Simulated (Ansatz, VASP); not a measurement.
**One calculation of Mg8H, two programs**

```xyz
9
Lattice="-3.5421 3.5421 3.7463 3.5421 -3.5421 3.7463 3.5421 3.5421 -3.7463" Properties=species:S:1:pos:R:3 pbc="T T T"
Mg    0.1508    0.0000   -0.2155
Mg    1.7710    1.9557   -2.0763
Mg    1.7710   -1.6203    2.0886
Mg    3.3913    0.0000   -0.2155
Mg   -1.7710    1.5863    1.6700
Mg    0.1847    3.5421    0.2032
Mg   -0.1847    0.0000    3.9494
Mg    1.7710    1.6203    2.0886
H     1.7710    0.0000    0.9366
```

Alike in both runs: functional PBE; k mesh 4 × 4 × 4; occupations gaussian, width 0.1 eV; no spin polarisation.

Ansatz relaxed the structure, and its values are those at the end. VASP's run is a single point on that final structure, the one shown.

|  | VASP | Ansatz |
| --- | --- | --- |
| version | VASP 6.6.1 | Ansatz 0.2.0 |
| potentials or method | VASP PAW PBE potentials, release 64 (Mg, H), cutoff 520 eV | scalar-relativistic, plane waves, PAW |
| valence electrons in the cell | 17 | 81 |

|  | VASP | Ansatz | Ansatz less VASP |
| --- | --- | --- | --- |
| gap on the k mesh at the Fermi level (eV) | none | none | - |
| pressure (GPa) | -0.1 | 0.0 | +0.14 |
| rms of the force components (eV/Å) | 0.004 | 0.004 | -0.0003 |

A gap of «none» marks a metal or a gap that the smearing closes. With one functional, cell and mesh, what is left measures potentials, basis and numerics. VASP's potentials hold 17 valence electrons a cell and Ansatz's 81, so a difference there can come from the potentials and not from the codes.
